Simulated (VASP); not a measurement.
# TiC (dsol) (Fm-3m) in VASP: vibrations by perturbation theory with PBEsol

Aim: the vibrations by perturbation theory of TiC (dsol) with PBEsol.

All numbers are computed with VASP 6.6.1; they aren't measurements. Logs are shortened: lines on timing, memory, paths and dates and some standing lists are left out, and cuts for length are marked.

## Step 1: The cell of the first run

It takes space group Fm-3m (No. 225, cubic). Conventional cell: a = 4.293 Å, b = 4.293 Å, c = 4.293 Å, α = 90.00°, β = 90.00°, γ = 90.00°. Ti (site symmetry m-3m) has 6 C at 2.15 Å within 2.8 Å. C (site symmetry m-3m) has 6 Ti at 2.15 Å within 2.8 Å.

## Step 2: Vibrations by perturbation theory, PBEsol

INCAR

```
SYSTEM = TiC
PREC = Accurate ; ENCUT = 520
EDIFF = 1E-8 ; ISMEAR = -1
SIGMA = 0.15 ; LREAL = .False.
LASPH = .True. ; NELM = 80
ALGO = Normal ; ISIF = 2
LWAVE = .False. ; LCHARG = .True.
GGA = PS ; NBANDS = 15
IBRION = 8 ; NSW = 1
```

KPOINTS

```
Automatic mesh
0
Gamma
  16 16 16
  0 0 0
```

POSCAR

```
TiC
1.0
    0.0000000000      2.1466417719      2.1466417719
    2.1466417719      0.0000000000      2.1466417719
    2.1466417719      2.1466417719      0.0000000000
Ti C
1 1
Direct
    0.0000000000      0.0000000000      0.0000000000
    0.5000000000      0.5000000000      0.5000000000
```

Potentials or basis: VASP PAW PBE potentials, release 64 (Ti_sv, C).

Started as:

```console
$ cat potpaw_PBE.64/Ti_sv/POTCAR potpaw_PBE.64/C/POTCAR > POTCAR
$ mpirun -np 1 vasp_std > vasp.out
```

OUTCAR:

```text
SYSTEM = TiC
   PREC = Accurate
   ENCUT = 520
   EDIFF = 1E-8
   ISMEAR = -1
   LREAL = .False.
   LASPH = .True.
   NELM = 80
   ISIF = 2
   GGA = PS
   IBRION = 8
   NSW = 1

 ion  position               nearest neighbor table
   1  0.000  0.000  0.000-   2 2.15   2 2.15   2 2.15   2 2.15   2 2.15   2 2.15
   2  0.500  0.500  0.500-   1 2.15   1 2.15   1 2.15   1 2.15   1 2.15   1 2.15

  LATTYP: Found a face centered cubic cell.
 ALAT       =     4.2932835438

  Lattice vectors:

 A1 = (   0.0000000000,   2.1466417719,   2.1466417719)
 A2 = (   2.1466417719,   0.0000000000,   2.1466417719)
 A3 = (   2.1466417719,   2.1466417719,   0.0000000000)

Analysis of symmetry for initial positions (statically):
=====================================================================
 Subroutine PRICEL returns:
 Original cell was already a primitive cell.

 Routine SETGRP: Setting up the symmetry group for a
 face centered cubic supercell.

 Subroutine GETGRP returns: Found 48 space group operations
 (whereof 48 operations were pure point group operations)
 out of a pool of 48 trial point group operations.

The static configuration has the point symmetry O_h .

Analysis of symmetry for dynamics (positions and initial velocities):
=====================================================================
 Subroutine PRICEL returns:
 Original cell was already a primitive cell.

 Routine SETGRP: Setting up the symmetry group for a
 face centered cubic supercell.

 Subroutine GETGRP returns: Found 48 space group operations
 (whereof 48 operations were pure point group operations)
 out of a pool of 48 trial point group operations.

The dynamic configuration has the point symmetry O_h .

 Subroutine INISYM returns: Found 48 space group operations
 (whereof 48 operations are pure point group operations),
 and found     1 'primitive' translations

----------------------------------------------------------------------------------------

                                     Primitive cell

  volume of cell :      19.7838

  direct lattice vectors                    reciprocal lattice vectors
     0.000000000  2.146641772  2.146641772    -0.232921956  0.232921956  0.232921956
     2.146641772  0.000000000  2.146641772     0.232921956 -0.232921956  0.232921956
     2.146641772  2.146641772  0.000000000     0.232921956  0.232921956 -0.232921956

  length of vectors
     3.035809907  3.035809907  3.035809907     0.403432662  0.403432662  0.403432662

  position of ions in fractional coordinates (direct lattice)
     0.000000000  0.000000000  0.000000000
     0.500000000  0.500000000  0.500000000

  ion indices of the primitive-cell ions
   primitive index   ion index
                 1           1
                 2           2

----------------------------------------------------------------------------------------

 KPOINTS: Automatic mesh

Automatic generation of k-mesh.
 Grid dimensions read from file:
 generate k-points for:   16   16   16

 Generating k-lattice:

  Cartesian coordinates                     Fractional coordinates (reciprocal lattice)
    -0.014557622  0.014557622  0.014557622     0.062500000  0.000000000  0.000000000
     0.014557622 -0.014557622  0.014557622     0.000000000  0.062500000  0.000000000
     0.014557622  0.014557622 -0.014557622     0.000000000  0.000000000  0.062500000

  Length of vectors
     0.025214541  0.025214541  0.025214541

  Shift w.r.t. Gamma in fractional coordinates (k-lattice)
     0.000000000  0.000000000  0.000000000

 Subroutine IBZKPT returns following result:
 ===========================================

 Found    145 irreducible k-points:

 Following reciprocal coordinates:
[... 74 lines left out ...]
   LRPA    =     F    only Hartree local field effects (RPA)
 non-spin polarized calculation
  energy-cutoff  :      520.00
  volume of cell :       19.78
 maximum number of plane-waves:       544
   NGX = 11   NGY = 11   NGZ = 11

--------------------------------------- Ionic step        1  -------------------------------------------

 number of electron      16.0000003 magnetization

 Free energy of the ion-electron system (eV)
  ---------------------------------------------------
  ext. energy  EPLUGINS =         0.00000000
  ---------------------------------------------------
  free energy    TOTEN  =       -19.81358248 eV

  energy without entropy =      -19.78889163  energy(sigma->0) =      -19.80123706

 E-fermi :   9.6057     XC(G=0): -12.9984

 val. band max:        9.5944382362   @ k =   0.1250   0.1250   0.0000
 cond. band min:       9.6062441585   @ k =   0.1250   0.0625   0.0000
 fundamental gap:      0.0118059224
 Fermi energy:         9.6057413695

 k-point     1 :       0.0000    0.0000    0.0000
  band No.  band energies     occupation
      1     -46.6340      2.00000
      2     -22.7461      2.00000
      3     -22.7461      2.00000
      4     -22.7461      2.00000
      5      -2.8764      2.00000
      6      10.2900      0.02067
      7      10.2900      0.02067
      8      10.2900      0.02067
      9      11.3521      0.00002
     10      11.3521      0.00002
     11      11.3521      0.00002
     12      11.4005      0.00001
     13      11.4005      0.00001
     14      20.4863      0.00000
[... 401 lines left out ...]
      2     -22.7990      2.00000
      3     -22.7607      2.00000
      4     -22.7474      2.00000
      5      -2.6333      2.00000
      6       9.3850      1.62654
      7       9.5579      1.15816
      8       9.5909      1.04957
      9      10.4060      0.00959
     10      11.0309      0.00015
     11      11.9515      0.00000
     12      12.5486      0.00000
     13      13.4369      0.00000
     14      20.8853      0.00000
     15      23.7695      0.00000

 [... further k-points ...]
[... 5 lines left out ...]
  --------------------------------------------------------------------------------------
  -------------------------------------------------------------------------------------
  Total        0.0408274      0.0408274      0.0408274      0.0000000     -0.0000000      0.0000000
  in kB        3.3063896      3.3063896      3.3063896      0.0000000     -0.0000000      0.0000000
  external PRESSURE =       3.3063896 kB  Pullay stress =       0.0000000 kB

 VOLUME and BASIS-vectors are now :
 -----------------------------------------------------------------------------
  energy-cutoff  :      520.00
  volume of cell :       19.78
      direct lattice vectors                 reciprocal lattice vectors
     0.000000000  2.146641772  2.146641772    -0.232921956  0.232921956  0.232921956
     2.146641772  0.000000000  2.146641772     0.232921956 -0.232921956  0.232921956
     2.146641772  2.146641772  0.000000000     0.232921956  0.232921956 -0.232921956

 POSITION                                       TOTAL-FORCE (eV/Angst)
 -----------------------------------------------------------------------------------
      0.00000      0.00000      0.00000        -0.000000      0.000000      0.000000
      2.14664      2.14664      2.14664         0.000000     -0.000000     -0.000000
 -----------------------------------------------------------------------------------
    total drift:                                0.000000     -0.000000     -0.000000

  FREE ENERGIE OF THE ION-ELECTRON SYSTEM (eV)
  ---------------------------------------------------
  free  energy   TOTEN  =       -19.8135824780 eV

  energy  without entropy=      -19.7888916328  energy(sigma->0) =      -19.80123706

[... ionic steps 2 to 3 ...]

--------------------------------------- Ionic step        4  -------------------------------------------

------------------------ aborting loop because EDIFF is reached ----------------------------------------

[... ionic steps 5 to 6 ...]

--------------------------------------- Ionic step        7  -------------------------------------------

 Free energy of the ion-electron system (eV)
  ---------------------------------------------------
  ---------------------------------------------------
  free energy    TOTEN  =        -0.11803189 eV

  energy without entropy =       -0.11803189

------------------------ aborting loop because EDIFF is reached ----------------------------------------

 INTERNAL STRAIN TENSOR  FOR ION    2  DIRECTION 1   (eV/Angst):
 -----------------------------------------------------------------------------
    -0.01068  0.00000  0.00000
     0.00000  0.00417 -0.00000
     0.00000 -0.00000  0.00417

 INTERNAL STRAIN TENSOR FOR ION    2 for displacements in x,y,z  (eV/Angst):
          X           Y           Z          XY          YZ          ZX
  --------------------------------------------------------------------------------
  x     0.00000     0.00000     0.00000     0.00000     0.00000     0.00000
  y     0.00000     0.00000     0.00000     0.00000     0.00000     0.00000
  z     0.00000     0.00000     0.00000     0.00000     0.00000     0.00000

 SECOND DERIVATIVES (NOT SYMMETRIZED)
 ------------------------------------
               1X          1Y          1Z          2X          2Y          2Z
  1X   -10.405749    0.000000    0.000000   10.405749    0.000000    0.000000
  1Y     0.000000  -10.405749    0.000000    0.000000   10.405749    0.000000
  1Z     0.000000    0.000000  -10.405749    0.000000    0.000000   10.405749
  2X    10.380266    0.000000    0.000000  -10.380266    0.000000    0.000000
  2Y     0.000000   10.380266    0.000000    0.000000  -10.380266    0.000000
  2Z     0.000000    0.000000   10.380266    0.000000    0.000000  -10.380266

 Eigenvectors and eigenvalues of the dynamical matrix
 ----------------------------------------------------

   1 f  =   16.258333 THz   102.154122 2PiTHz  542.319629 cm-1    67.239034 meV
             X         Y         Z           dx          dy          dz
      0.000000  0.000000  0.000000     0.000000    0.448265    0.000000
      2.146642  2.146642  2.146642     0.000000   -0.893901    0.000000
[... 21 lines left out ...]
   6 f/i=    0.007987 THz     0.050184 2PiTHz    0.266416 cm-1     0.033031 meV
             X         Y         Z           dx          dy          dz
      0.000000  0.000000  0.000000     0.000000    0.000000    0.893901
      2.146642  2.146642  2.146642     0.000000    0.000000    0.448265

--------------------------------------------------------------------------------------------------------

 ELASTIC MODULI CONTR FROM IONIC RELAXATION (kBar)
 Direction    XX          YY          ZZ          XY          YZ          ZX
 --------------------------------------------------------------------------------
 XX           0.0000      0.0000      0.0000      0.0000      0.0000      0.0000
 YY           0.0000      0.0000      0.0000      0.0000      0.0000      0.0000
 ZZ           0.0000      0.0000      0.0000      0.0000      0.0000      0.0000
 XY           0.0000      0.0000      0.0000      0.0000      0.0000      0.0000
 YZ           0.0000      0.0000      0.0000      0.0000      0.0000      0.0000
 ZX           0.0000      0.0000      0.0000      0.0000      0.0000      0.0000
 --------------------------------------------------------------------------------
```

It took 2.3 min on 1 thread of Intel Xeon 6975P-C (Granite Rapids), shared host; peak memory 0.36 GiB.

Results:

| Quantity | Value |
| --- | --- |
| Highest phonon frequency at Γ, LO-TO splitting left out | 542 cm⁻¹ |

Phonon frequencies in cm⁻¹ (negative: imaginary):
| q point | frequencies |
| --- | --- |
| (0.000, 0.000, 0.000) | 0 0 0 542 542 542 |

Caveat: the PAW data sets were made with another functional, which shifts forces and pressure a little.
